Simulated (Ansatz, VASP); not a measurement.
## Sn4Ge: VASP beside Ansatz

```xyz
5
Lattice="-3.7327 3.7327 2.3608 3.7327 -3.7327 2.3608 3.7327 3.7327 -2.3608" Properties=species:S:1:pos:R:3 pbc="T T T"
Sn   -0.7465    2.2396    2.3608
Sn    1.4931    2.9862    0.0000
Sn    2.2396    0.7465    2.3608
Sn    4.4792    1.4931    0.0000
Ge    0.0000    0.0000    0.0000
```

Alike in both runs: task single point; functional PBE; k mesh 4 × 4 × 4; occupations gaussian, width 0.1 eV; no spin polarisation.

|  | VASP | Ansatz |
| --- | --- | --- |
| version | VASP 6.6.1 | Ansatz 0.2.0 |
| potentials or method | VASP PAW PBE potentials, release 64 (Sn_d, Ge_d), cutoff 520 eV | scalar-relativistic, plane waves, PAW |
| valence electrons in the cell | 70 | 70 |

|  | VASP | Ansatz | Ansatz less VASP |
| --- | --- | --- | --- |
| gap on the k mesh at the Fermi level (eV) | none | none | - |
| pressure (GPa) | 0.3 | 0.4 | +0.05 |
| traceless stress, the component that is largest in VASP (GPa) | 0.13 | 0.13 | -0.001 |
| rms of the force components (eV/Å) | 0.059 | 0.059 | +0.0005 |

Atom by atom the forces differ by 0.000 eV/Å (rms over components). A gap of «none» marks a metal or a gap that the smearing closes. With one functional, cell and mesh, what is left measures potentials, basis and numerics.

The k mesh is coarse, so the values compare programs but aren't converged.
